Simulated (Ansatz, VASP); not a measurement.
AlN: VASP beside Ansatz

```
CELL_PARAMETERS angstrom
3.36180 0.00000 0.00000
-1.68090 2.91140 0.00000
0.00000 0.00000 4.12475
ATOMIC_POSITIONS crystal
Al 0.33333 0.66667 0.75000
Al 0.66667 0.33333 0.25000
N 0.33333 0.66667 0.25000
N 0.66667 0.33333 0.75000
```

Change from the starting cell: strain +0.015 along x and y, -0.015 along z, atoms carried along.

Alike in both runs: task single point; functional LDA; k mesh 9 × 9 × 6; occupations gaussian, width 0.05 eV; no spin polarisation.

|  | VASP | Ansatz |
| --- | --- | --- |
| version | VASP 6.6.1 | Ansatz 0.2.0 |
| potentials or method | VASP PAW LDA potentials, release 64 (Al, N), cutoff 600 eV | scalar-relativistic, plane waves, PAW |
| valence electrons in the cell | 16 | 16 |

|  | VASP | Ansatz | Ansatz less VASP |
| --- | --- | --- | --- |
| gap on the k mesh at the Fermi level (eV) | 3.26 | 3.26 | -0.008 |
| least direct gap on the mesh (eV) | 3.26 | 3.26 | -0.008 |
| pressure (GPa) | -11.6 | -11.9 | -0.37 |
| traceless stress, the component that is largest in VASP (GPa) | 3.21 | 3.28 | +0.067 |

LDA's correlation is that of Perdew and Zunger in VASP and of Perdew and Wang (1992) in Ansatz.
